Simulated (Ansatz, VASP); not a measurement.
## MoS2 in VASP and in Ansatz

```
Mo S
1.0
     1.58550    0.91539    6.11500
    -1.58550    0.91539    6.11500
     0.00000   -1.83078    6.11500
Mo S
1 2
Direct
  0.00000 0.00000 0.00000
  0.25000 0.25000 0.25000
  0.75000 0.75000 0.75000
```

Alike in both runs: functional PBEsol; k mesh 8 × 8 × 8; occupations fermi-dirac, width 0.05 eV; non-collinear spin, spin-orbit coupling.

```csv
,VASP,Ansatz
version,VASP 6.6.1,Ansatz 0.2.0
potentials or method,"VASP PAW PBE potentials, release 64 (Mo_sv, S), cutoff 520 eV","all-electron LAPW, relativistic spinors"
task,single point,band structure
```

```csv
,VASP,Ansatz,Ansatz less VASP
pressure (GPa),3.0,3.0,0.00
"traceless stress, the component that is largest in VASP (GPa)",3.10,3.06,-0.034
rms of the force components (eV/Å),0.354,0.351,-0.0035
```

VASP's potentials were made for PBE, not for PBEsol. Atom by atom the forces differ by 0.003 eV/Å (rms over components). Ansatz ran all-electron here, and VASP with PAW potentials.

Noted on Ansatz's run: the k mesh is thin for a metal, which can move the energy by tens of meV per atom.
